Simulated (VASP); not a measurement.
Here is a VASP 6.6.1 calculation.

File INCAR:

```
SYSTEM = Hg
PREC = Accurate
ENCUT = 600
EDIFF = 1E-7
ISMEAR = -1
SIGMA = 0.1
LREAL = .False.
LASPH = .True.
NELM = 60
ALGO = Normal
ISIF = 3
LWAVE = .False.
LCHARG = .False.
GGA = CA
IBRION = 2
NSW = 60
EDIFFG = -0.005
```

The input KPOINTS:

```
regular mesh
0
Gamma
  16 16 16
  0 0 0
```

File POSCAR:

```
Hg
1.0
   -1.7834648247      1.7834648247      1.7834648247
    1.7834648247     -1.7834648247      1.7834648247
    1.7834648247      1.7834648247     -1.7834648247
Hg
1
Direct
    0.0000000000      0.0000000000      0.0000000000
```

Potentials or basis: VASP PAW LDA potentials, release 64 (Hg).

Launch:

```sh
$ cat potpaw_LDA.64/Hg/POTCAR > POTCAR
$ mpirun -np 1 vasp_std > vasp.out
```

Q: What does it give for the relaxed volume?

A: 22.86 Å³/atom.

Q: What does it give for the band gap on the k mesh?

A: Zero (bands 6 and 7 overlap by 4.66 eV).

Step by step:
| step | energy change (eV) | largest force (eV/Å) | pressure (GPa) | volume (Å³) |
| --- | --- | --- | --- | --- |
| 1 | 0.0000 | 0.0000 | 0.35 | 22.69 |
| 2 | -0.0002 | 0.0000 | -0.01 | 22.86 |

Caveat: spin-orbit coupling is left out, which moves the levels of the heavy elements.
